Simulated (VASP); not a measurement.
# Zn3C (Pm-3m) in VASP: further runs

Runs on Zn3C. Level: PBE. Tasks: single point, relaxation of cell and atoms.

All numbers are computed with VASP 6.6.1; they aren't measurements. Logs are shortened: lines on timing, memory, paths and dates and some standing lists are left out, and cuts for length are marked.

## Step 1: The cell of the first run

It takes space group Pm-3m (No. 221, cubic). Conventional cell: a = 3.706 Å, b = 3.706 Å, c = 3.706 Å, α = 90.00°, β = 90.00°, γ = 90.00°. Within 3.5 Å of Zn (site symmetry 4/mmm) lie 8 Zn at 2.62 Å and 4 C at 2.62 Å. Within 3.5 Å of C (site symmetry m-3m) lie 12 Zn at 2.62 Å.

## Step 2: Single point, PBE

INCAR

```
SYSTEM = Zn3C
  PREC = Accurate
  ENCUT = 520
  EDIFF = 1E-7
  ISMEAR = 0
  SIGMA = 0.1
  LREAL = .False.
  LASPH = .True.
  NELM = 80
  ALGO = Normal
  ISIF = 2
  LWAVE = .False.
  LCHARG = .False.
  GGA = PE
  NBANDS = 28
```

KPOINTS

```
Automatic mesh
0
Gamma
  4 4 4
  0 0 0
```

POSCAR

```
Zn3C
1.0
    3.7063880496      0.0000000000      0.0000000000
    0.0000000000      3.7063880496      0.0000000000
    0.0000000000      0.0000000000      3.7063880496
Zn C
3 1
Direct
    0.0000000000      0.5000000000      0.5000000000
    0.5000000000      0.5000000000      0.0000000000
    0.5000000000      0.0000000000      0.5000000000
    0.0000000000      0.0000000000      0.0000000000
```

Potentials or basis: VASP PAW PBE potentials, release 64 (Zn, C).

The run is started by

```sh
> cat potpaw_PBE.64/Zn/POTCAR potpaw_PBE.64/C/POTCAR > POTCAR
> mpirun -np 1 vasp_std > vasp.out
```

OUTCAR:

```text
SYSTEM = Zn3C
   PREC = Accurate
   ENCUT = 520
   EDIFF = 1E-7
   ISMEAR = 0
   LREAL = .False.
   LASPH = .True.
   NELM = 80
   ISIF = 2
   GGA = PE

 ion  position               nearest neighbor table
   1  0.000  0.500  0.500-   2 2.62   3 2.62   2 2.62   3 2.62   2 2.62   3 2.62   2 2.62   3 2.62

   2  0.500  0.500  0.000-   1 2.62   3 2.62   1 2.62   3 2.62   3 2.62   3 2.62   1 2.62   1 2.62

   3  0.500  0.000  0.500-   1 2.62   2 2.62   2 2.62   1 2.62   2 2.62   2 2.62   1 2.62   1 2.62

   4  0.000  0.000  0.000-

  LATTYP: Found a simple cubic cell.
 ALAT       =     3.7063880496

  Lattice vectors:

 A1 = (   3.7063880496,   0.0000000000,   0.0000000000)
 A2 = (   0.0000000000,   3.7063880496,   0.0000000000)
 A3 = (   0.0000000000,   0.0000000000,   3.7063880496)

Analysis of symmetry for initial positions (statically):
=====================================================================
 Subroutine PRICEL returns:
 Original cell was already a primitive cell.

 Routine SETGRP: Setting up the symmetry group for a
 simple cubic supercell.

 Subroutine GETGRP returns: Found 48 space group operations
 (whereof 48 operations were pure point group operations)
 out of a pool of 48 trial point group operations.

The static configuration has the point symmetry O_h .

Analysis of symmetry for dynamics (positions and initial velocities):
=====================================================================
 Subroutine PRICEL returns:
 Original cell was already a primitive cell.

 Routine SETGRP: Setting up the symmetry group for a
 simple cubic supercell.

 Subroutine GETGRP returns: Found 48 space group operations
 (whereof 48 operations were pure point group operations)
 out of a pool of 48 trial point group operations.

The dynamic configuration has the point symmetry O_h .

 Subroutine INISYM returns: Found 48 space group operations
 (whereof 48 operations are pure point group operations),
 and found     1 'primitive' translations

----------------------------------------------------------------------------------------

                                     Primitive cell

  volume of cell :      50.9158

  direct lattice vectors                    reciprocal lattice vectors
     3.706388050  0.000000000  0.000000000     0.269804453  0.000000000  0.000000000
     0.000000000  3.706388050  0.000000000     0.000000000  0.269804453  0.000000000
     0.000000000  0.000000000  3.706388050     0.000000000  0.000000000  0.269804453

  length of vectors
     3.706388050  3.706388050  3.706388050     0.269804453  0.269804453  0.269804453

  position of ions in fractional coordinates (direct lattice)
     0.000000000  0.500000000  0.500000000
     0.500000000  0.500000000  0.000000000
     0.500000000  0.000000000  0.500000000
     0.000000000  0.000000000  0.000000000

  ion indices of the primitive-cell ions
   primitive index   ion index
                 1           1
                 2           2
                 3           3
                 4           4

----------------------------------------------------------------------------------------

 KPOINTS: Automatic mesh

Automatic generation of k-mesh.
 Grid dimensions read from file:
 generate k-points for:    4    4    4

 Generating k-lattice:

  Cartesian coordinates                     Fractional coordinates (reciprocal lattice)
     0.067451113  0.000000000  0.000000000     0.250000000  0.000000000  0.000000000
     0.000000000  0.067451113  0.000000000     0.000000000  0.250000000  0.000000000
     0.000000000  0.000000000  0.067451113     0.000000000  0.000000000  0.250000000

  Length of vectors
     0.067451113  0.067451113  0.067451113

  Shift w.r.t. Gamma in fractional coordinates (k-lattice)
     0.000000000  0.000000000  0.000000000

 Subroutine IBZKPT returns following result:
 ===========================================

 Found     10 irreducible k-points:

 Following reciprocal coordinates:
            Coordinates               Weight
  0.000000  0.000000  0.000000      1.000000
  0.250000  0.000000  0.000000      6.000000
  0.500000  0.000000  0.000000      3.000000
  0.250000  0.250000  0.000000     12.000000
  0.500000  0.250000  0.000000     12.000000
  0.500000  0.500000  0.000000      3.000000
  0.250000  0.250000  0.250000      8.000000
  0.500000  0.250000  0.250000     12.000000
  0.500000  0.500000  0.250000      6.000000
  0.500000  0.500000  0.500000      1.000000
   k-points           NKPTS =     10   k-points in BZ     NKDIM =     10   number of bands    NBANDS=     28
   number of dos      NEDOS =    301   number of ions     NIONS =      4
   total plane-waves  NPLWV =  21952
   dimension x,y,z NGX =    28 NGY =   28 NGZ =   28
   dimension x,y,z NGXF=    56 NGYF=   56 NGZF=   56
   ions per type =               3   1
   NGX,Y,Z   is equivalent  to a cutoff of  12.56, 12.56, 12.56 a.u.
   NGXF,Y,Z  is equivalent  to a cutoff of  25.12, 25.12, 25.12 a.u.
 SYSTEM =  Zn3C
   PREC   = accura    normal or accurate (medium, high low for compatibility)
   ISTART =      0    job   : 0-new  1-cont  2-samecut
   ICHARG =      2    charge: 1-file 2-atom 10-const
   ISPIN  =      1    spin polarized calculation?
   LNONCOLLINEAR =      F non collinear calculations
   LSORBIT =      F    spin-orbit coupling
   LASPH  =      T    aspherical Exc in radial PAW
   ENCUT  =  520.0 eV  38.22 Ry    6.18 a.u.   6.89  6.89  6.89*2*pi/ulx,y,z
   NELM   =     80;   NELMIN=  2; NELMDL= -5     # of ELM steps
   EDIFF  = 0.1E-06   stopping-criterion for ELM
   LREAL  =      F    real-space projection
   EDIFFG = 0.1E-05   stopping-criterion for IOM
   NSW    =      0    number of steps for IOM
   IBRION =     -1    ionic relax: 0-MD 1-quasi-New 2-CG
   NFREE  =      0    steps in history (QN), initial steepest desc. (CG)
   ISIF   =      2    stress and relaxation
   ISYM   =      2    0-nonsym 1-usesym 2-fastsym
   POTIM  = 0.5000    time-step for ionic-motion
   TEBEG  =    0.0;   TEEND  =   0.0 temperature during run
   PSTRESS=    0.0 pullay stress
   NELECT =      40.0000    total number of electrons
   NUPDOWN=      -1.0000    fix difference up-down
   EMIN   =  10.00;   EMAX   =-10.00  energy-range for DOS
   EFERMI =   0.00;   METHOD = LEGACY
   ISMEAR =     0;   SIGMA  =   0.10  broadening in eV -4-tet -1-fermi 0-gaus
   EFERMI_NEDOS =   21; number of points for ismear=-14 and -15
   IALGO  =     38    algorithm
   IMIX   =      4    mixing-type and parameters
     AMIX     =   0.40;   BMIX     =  1.00
     AMIX_MAG =   1.60;   BMIX_MAG =  1.00
  volume/ion in A,a.u.               =      12.73        85.90
  Fermi-wavevector in a.u.,A,eV,Ry     =   1.510581  2.854584 31.046511  2.281854
  Thomas-Fermi vector in A             =   2.620752
   LORBIT       =      0    0 simple, 1 ext, 2 COOP (PROOUT), +10 PAW based schemes
   GGA     = PE    functional components
   LHFCALC =     F    Hartree Fock is set to
   AEXX    =    0.0000 exact exchange contribution
   IVDW    =     0    specifies the selected vdW correction
   LEPSILON=     F    determine dielectric tensor
   LRPA    =     F    only Hartree local field effects (RPA)
 non-spin polarized calculation
 Gauss-broadening in eV      SIGMA  =   0.10
  energy-cutoff  :      520.00
  volume of cell :       50.92
 maximum number of plane-waves:      1406
 NGX is ok and might be reduce to    28
   NGX = 13   NGY = 13   NGZ = 13

 number of electron      40.0000092 magnetization

 Free energy of the ion-electron system (eV)
  ---------------------------------------------------
  ext. energy  EPLUGINS =         0.00000000
  ---------------------------------------------------
  free energy    TOTEN  =        -8.19328657 eV

  energy without entropy =       -8.17261349  energy(sigma->0) =       -8.18295003

 E-fermi :   3.7202     XC(G=0): -11.9209

 val. band max:        3.6848047041   @ k =   0.2500   0.2500   0.0000
 cond. band min:       3.7504146311   @ k =   0.5000   0.2500   0.2500
 fundamental gap:      0.0656099270
 Fermi energy:         3.7201872040

 k-point     1 :       0.0000    0.0000    0.0000
  band No.  band energies     occupation
      1      -8.6697      2.00000
      2      -5.3116      2.00000
      3      -4.5870      2.00000
      4      -4.5870      2.00000
      5      -4.5870      2.00000
      6      -4.3437      2.00000
[... 20 lines left out ...]
     27      14.2543      0.00000
     28      14.2543      0.00000

 k-point     2 :       0.2500    0.0000    0.0000
  band No.  band energies     occupation
      1      -8.1076      2.00000
      2      -5.1472      2.00000
      3      -4.5380      2.00000
      4      -4.4576      2.00000
      5      -4.4576      2.00000
      6      -4.3975      2.00000
[... 20 lines left out ...]
     27      12.7774      0.00000
     28      12.7774      0.00000

 k-point     3 :       0.5000    0.0000    0.0000
  band No.  band energies     occupation
      1      -7.1306      2.00000
      2      -5.3278      2.00000
      3      -4.5677      2.00000
      4      -4.4832      2.00000
      5      -4.1942      2.00000
      6      -4.1942      2.00000
[... 20 lines left out ...]
     27      12.7496      0.00000
     28      13.2647      0.00000

 k-point     4 :       0.2500    0.2500    0.0000
  band No.  band energies     occupation
      1      -7.6011      2.00000
      2      -4.9680      2.00000
      3      -4.4915      2.00000
      4      -4.4026      2.00000
      5      -4.3175      2.00000
      6      -4.2548      2.00000
[... 144 lines left out ...]
     27      14.6300      0.00000
     28      15.9870      0.00000

 k-point     9 :       0.5000    0.5000    0.2500
  band No.  band energies     occupation
      1      -6.4420      2.00000
      2      -4.6019      2.00000
      3      -4.6019      2.00000
      4      -4.5650      2.00000
      5      -4.0256      2.00000
      6      -4.0256      2.00000
[... 20 lines left out ...]
     27      16.3623      0.00000
     28      17.6334      0.00000

 k-point    10 :       0.5000    0.5000    0.5000
  band No.  band energies     occupation
      1      -6.4902      2.00000
      2      -4.7105      2.00000
      3      -4.7105      2.00000
      4      -4.7105      2.00000
      5      -4.0224      2.00000
      6      -4.0224      2.00000
[... 20 lines left out ...]
     27      20.1660      0.00000
     28      21.5727      0.00000

------------------------ aborting loop because EDIFF is reached ----------------------------------------

  FORCE on cell =-STRESS in cart. coord.  units (eV):
  Direction    XX          YY          ZZ          XY          YZ          ZX
  --------------------------------------------------------------------------------------
  -------------------------------------------------------------------------------------
  Total        0.0989460      0.0989460      0.0989460      0.0000000      0.0000000      0.0000000
  in kB        3.1135530      3.1135530      3.1135530      0.0000000      0.0000000      0.0000000
  external PRESSURE =       3.1135530 kB  Pullay stress =       0.0000000 kB

 VOLUME and BASIS-vectors are now :
 -----------------------------------------------------------------------------
  energy-cutoff  :      520.00
  volume of cell :       50.92
      direct lattice vectors                 reciprocal lattice vectors
     3.706388050  0.000000000  0.000000000     0.269804453  0.000000000  0.000000000
     0.000000000  3.706388050  0.000000000     0.000000000  0.269804453  0.000000000
     0.000000000  0.000000000  3.706388050     0.000000000  0.000000000  0.269804453

 POSITION                                       TOTAL-FORCE (eV/Angst)
 -----------------------------------------------------------------------------------
      0.00000      1.85319      1.85319         0.000000      0.000000      0.000000
      1.85319      1.85319      0.00000         0.000000      0.000000      0.000000
      1.85319      0.00000      1.85319         0.000000      0.000000      0.000000
      0.00000      0.00000      0.00000         0.000000      0.000000      0.000000
 -----------------------------------------------------------------------------------
    total drift:                                0.000000      0.000000      0.000000

  FREE ENERGIE OF THE ION-ELECTRON SYSTEM (eV)
  ---------------------------------------------------
  free  energy   TOTEN  =        -8.1932865654 eV

  energy  without entropy=       -8.1726134851  energy(sigma->0) =       -8.18295003
```

Run time: 17 s. Hardware: 1 thread of Intel Xeon Platinum 8259CL at 2.50GHz (Skylake/Cascade Lake), shared host; peak memory 0.15 GiB.

What came out:

| Property | Result |
| --- | --- |
| Free energy | -8.1933 eV |
| Pressure | 0.3 GPa |
| Band gap on the k mesh | zero (band 20 reaches 4.03 eV, above the bottom of band 21 at 2.85 eV) |

Levels at points of the mesh, in eV from the Fermi level:
```
           k point  band 18  band 19  band 20  band 21  band 22  band 23
(0.00, 0.00, 0.00)    -2.41    -2.41    -2.41     2.79     2.79     4.54
(0.50, 0.00, 0.00)    -1.48    -0.56    -0.56     1.60     2.67     2.67
(0.50, 0.50, 0.00)    -4.87    -4.87     0.31     2.28     3.64     3.64
(0.50, 0.50, 0.50)    -4.12    -4.12    -3.39    -0.87    -0.87    -0.87
```

Caveat: the k points lie up to 0.42 Å⁻¹ apart.

## Step 3: Single point, PBE

This run uses another cell than the first one, of 14.85 Å³/atom, 1.167 times its volume.

INCAR

```
PREC = Accurate
ENCUT = 520
EDIFF = 1E-6
ISMEAR = 0
SIGMA = 0.1
LREAL = False
LASPH = True
NELM = 100
ALGO = Normal
ISIF = 2
LWAVE = False
LCHARG = False
GGA = PE
NBANDS = 28
```

KPOINTS

```
regular mesh
0
Gamma
  4 4 4
```

POSCAR

```
Zn3C
1.0
    3.9019876300      0.0000000000      0.0000000000
    0.0000000000      3.9019876300      0.0000000000
    0.0000000000      0.0000000000      3.9019876300
Zn C
3 1
Direct
    0.0000000000      0.5000000000      0.5000000000
    0.5000000000      0.5000000000      0.0000000000
    0.5000000000      0.0000000000      0.5000000000
    0.0000000000      0.0000000000      0.0000000000
```

Potentials or basis: VASP PAW PBE potentials, release 64 (Zn, C).

The run is started by

```sh
> cat potpaw_PBE.64/Zn/POTCAR potpaw_PBE.64/C/POTCAR > POTCAR
> mpirun -np 1 vasp_std > vasp.out
```

It took 22 s on 1 thread of Intel Xeon Platinum 8259CL at 2.50GHz (Skylake/Cascade Lake), shared host; peak memory 0.17 GiB.

It converged, with:

```
Free energy            : -7.9209 eV
Pressure               : -9.0 GPa
Band gap on the k mesh : zero (band 20 reaches 2.74 eV, above the bottom of band 21 at 1.45 eV)
```

Levels at points of the mesh, in eV from the Fermi level:
| k point | band 16 | band 17 | band 18 | band 19 | band 20 | band 21 | band 22 | band 23 | band 24 | band 25 |
| --- | --- | --- | --- | --- | --- | --- | --- | --- | --- | --- |
| (0.00, 0.00, 0.00) | -6.44 | -3.89 | -1.82 | -1.82 | -1.82 | 2.37 | 2.37 | 4.20 | 4.20 | 4.20 |
| (0.50, 0.00, 0.00) | -6.55 | -6.44 | -1.77 | -0.37 | -0.37 | 1.47 | 2.75 | 2.75 | 4.06 | 4.78 |
| (0.50, 0.50, 0.00) | -6.54 | -4.57 | -4.35 | -4.35 | 0.33 | 2.11 | 3.03 | 3.03 | 5.72 | 5.75 |
| (0.50, 0.50, 0.50) | -6.15 | -3.26 | -3.26 | -3.26 | -2.57 | -0.96 | -0.96 | -0.96 | 6.33 | 6.33 |

Caveat: the k points lie up to 0.40 Å⁻¹ apart.

## Step 4: Single point, PBE

INCAR

```
SYSTEM = Zn3C
PREC = Accurate ; ENCUT = 520
EDIFF = 1E-7 ; ISMEAR = 0
SIGMA = 0.1 ; LREAL = .FALSE.
LASPH = .TRUE. ; NELM = 60
ALGO = Normal ; ISIF = 2
LWAVE = .FALSE. ; LCHARG = .FALSE.
GGA = PE ; NBANDS = 28
```

KPOINTS

```
regular mesh
0
G
  6 6 6
  0 0 0
```

POSCAR

```
Zn3C
1.0
    3.7063880496      0.0000000000      0.0000000000
    0.0000000000      3.7063880496      0.0000000000
    0.0000000000      0.0000000000      3.7063880496
Zn C
3 1
Direct
    0.0000000000      0.5000000000      0.5000000000
    0.5000000000      0.5000000000      0.0000000000
    0.5000000000      0.0000000000      0.5000000000
    0.0000000000      0.0000000000      0.0000000000
```

The run is started by

```sh
> cat potpaw_PBE.64/Zn/POTCAR potpaw_PBE.64/C/POTCAR > POTCAR
> mpirun -np 1 vasp_std > vasp.out
```

Run time: 29 s. Hardware: 1 thread of Intel Xeon Platinum 8259CL at 2.50GHz (Skylake/Cascade Lake), shared host; peak memory 0.16 GiB.

Results (log left out):

```yaml
Free_energy: -8.3364 eV
Pressure: 0.6 GPa
Band_gap_on_the_k_mesh: zero (band 20 reaches 4.29 eV, above the bottom of band 21 at 2.85 eV)
```

Levels at points of the mesh, in eV from the Fermi level:
```tsv
k point	band 17	band 18	band 19	band 20	band 21	band 22	band 23	band 24
(0.00, 0.00, 0.00)	-3.72	-2.57	-2.57	-2.57	2.65	2.65	4.38	4.38
(0.50, 0.00, 0.00)	-6.91	-1.63	-0.72	-0.72	1.43	2.52	2.52	4.65
(0.50, 0.50, 0.00)	-5.43	-5.02	-5.02	0.15	2.13	3.48	3.48	5.86
(0.50, 0.50, 0.50)	-4.28	-4.28	-4.28	-3.56	-1.02	-1.02	-1.02	7.00
```

## Step 5: Relaxation of cell and atoms, PBE

This run uses another cell than the first one, of 14.85 Å³/atom, 1.167 times its volume.

INCAR

```
ALGO = Normal
EDIFF = 1E-6
EDIFFG = -0.04
ENCUT = 600
GGA = PE
IBRION = 2
ISIF = 3
ISMEAR = 0
LASPH = True
LCHARG = False
LREAL = False
LWAVE = False
NELM = 80
NSW = 90
PREC = Accurate
SIGMA = 0.1
```

KPOINTS

```
k-points
0
Gamma
  4 4 4
```

POSCAR

```
Zn3C
1.0
    3.9019876300      0.0000000000      0.0000000000
    0.0000000000      3.9019876300      0.0000000000
    0.0000000000      0.0000000000      3.9019876300
Zn C
3 1
Direct
    0.0000000000      0.5000000000      0.5000000000
    0.5000000000      0.5000000000      0.0000000000
    0.5000000000      0.0000000000      0.5000000000
    0.0000000000      0.0000000000      0.0000000000
```

The run is started by

```sh
> cat potpaw_PBE.64/Zn/POTCAR potpaw_PBE.64/C/POTCAR > POTCAR
> mpirun -np 1 vasp_std > vasp.out
```

Wall time 42 s (1 thread of Intel Xeon Platinum 8259CL at 2.50GHz (Skylake/Cascade Lake), shared host); peak memory 0.18 GiB.

It converged, with:

| Item | Value |
| --- | --- |
| Free energy | -8.1979 eV |
| Relaxed volume | 12.74 Å³/atom |
| Relaxed cell | a = 3.707 Å, b = 3.707 Å, c = 3.707 Å, α = 90.00°, β = 90.00°, γ = 90.00° |
| Space group after relaxing (to 0.05 Å) | Pm-3m (No. 221) |
| Energy gained by relaxing | 69.4 meV/atom |
| Ionic steps | 3 |
| Pressure after relaxing | 0.3 GPa |
| Band gap on the k mesh | zero (band 20 reaches 4.03 eV, above the bottom of band 21 at 2.84 eV) |

Step by step:
```csv
step,energy change (eV),largest force (eV/Å),pressure (GPa),volume (Å³)
1,0.0000,0.0000,-9.17,59.41
2,-0.2675,0.0000,-2.28,52.40
3,-0.2775,0.0000,0.33,50.94
```

Final structure:
```cif
data_structure
_symmetry_space_group_name_H-M 'P 1'
_symmetry_Int_Tables_number 1
_cell_length_a 3.7071
_cell_length_b 3.7071
_cell_length_c 3.7071
_cell_angle_alpha 90.000
_cell_angle_beta 90.000
_cell_angle_gamma 90.000
_cell_volume 50.94
loop_
_atom_site_label
_atom_site_type_symbol
_atom_site_fract_x
_atom_site_fract_y
_atom_site_fract_z
_atom_site_occupancy
Zn1 Zn 0.00000 0.50000 0.50000 1
Zn2 Zn 0.50000 0.50000 0.00000 1
Zn3 Zn 0.50000 0.00000 0.50000 1
C1 C 0.00000 0.00000 0.00000 1
```

Levels at points of the mesh, in eV from the Fermi level:
```
           k point  band 18  band 19  band 20  band 21  band 22  band 23
(0.00, 0.00, 0.00)    -2.41    -2.41    -2.41     2.79     2.79     4.54
(0.50, 0.00, 0.00)    -1.48    -0.56    -0.56     1.60     2.67     2.67
(0.50, 0.50, 0.00)    -4.87    -4.87     0.31     2.28     3.64     3.64
(0.50, 0.50, 0.50)    -4.12    -4.12    -3.38    -0.87    -0.87    -0.87
```

Caveat: the k points lie up to 0.42 Å⁻¹ apart in the final cell.

## Step 6: The runs side by side

```csv
task,cell,k mesh,cutoff (eV),gap on the mesh (eV),pressure (GPa)
single point,"a = 3.706 Å, 4 atoms",4 × 4 × 4,520,none,0.3
single point,"a = 3.902 Å, 4 atoms",4 × 4 × 4,520,none,-9.0
single point,"a = 3.706 Å, 4 atoms",6 × 6 × 6,520,none,0.6
relaxation of cell and atoms,"relaxed from a = 3.902 Å, 4 atoms",4 × 4 × 4,600,none,0.3
```

Alike in all rows: level PBE; potentials or basis VASP PAW PBE potentials, release 64 (Zn, C); no spin polarisation; smearing gaussian 0.1 eV.

Caveats: some runs use coarse meshes.

Absolute energies hang on the potentials; compare differences alone.
